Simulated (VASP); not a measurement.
Here is a VASP 6.6.1 calculation.

The input INCAR:

```
SYSTEM = WS2
PREC     = Accurate       ! precision mode
ENCUT    = 520            ! plane-wave cutoff, eV
EDIFF    = 1E-8           ! SCF threshold, eV
ISMEAR   = -1             ! smearing method
SIGMA    = 0.08           ! smearing width, eV
LREAL    = .FALSE.        ! projectors in reciprocal space
LASPH    = .TRUE.         ! aspherical terms in the spheres
NELM     = 60             ! most SCF steps
ALGO     = Normal         ! electronic algorithm
ISIF     = 2              ! what is computed and relaxed
LWAVE    = .FALSE.        ! write WAVECAR
LCHARG   = .FALSE.        ! write CHGCAR
GGA      = CA             ! functional
LEFG     = .TRUE.       
NBANDS   = 20             ! bands
```

File KPOINTS:

```
Automatic mesh
0
G
  13 13 13
  0 0 0
```

The input POSCAR:

```
WS2
1.0
    1.5842462713      0.9146650112      6.1838063298
   -1.5842462713      0.9146650112      6.1838063298
    0.0000000000     -1.8293300223      6.1838063298
W S
1 2
Direct
    0.0000000000      0.0000000000      0.0000000000
    0.7503000000      0.7503000000      0.7503000000
    0.5810000000      0.5810000000      0.5810000000
```

Potentials or basis: VASP PAW LDA potentials, release 64 (W_sv, S).

Launch:

```sh
$ cat potpaw_LDA.64/W_sv/POTCAR potpaw_LDA.64/S/POTCAR > POTCAR
$ mpirun -np 1 vasp_std > vasp.out
```

Question: Predict the band gap on the k mesh.

Answer: 1.01 eV (least direct gap 2.07 eV).

Question: Estimate the pressure.

Answer: -4.9 GPa.

Forces on the atoms (eV/Å):
```
W    0.000  0.000 -0.574
S    0.000  0.000 -0.111
S    0.000  0.000  0.684
```

Caveat: the cell stands under tension; without QUAD_EFG the Cq values of the log hold for a quadrupole moment of 1 mb, not for the nuclei; spin-orbit coupling is left out, which moves the levels of the heavy elements. A k mesh can miss the band edges.
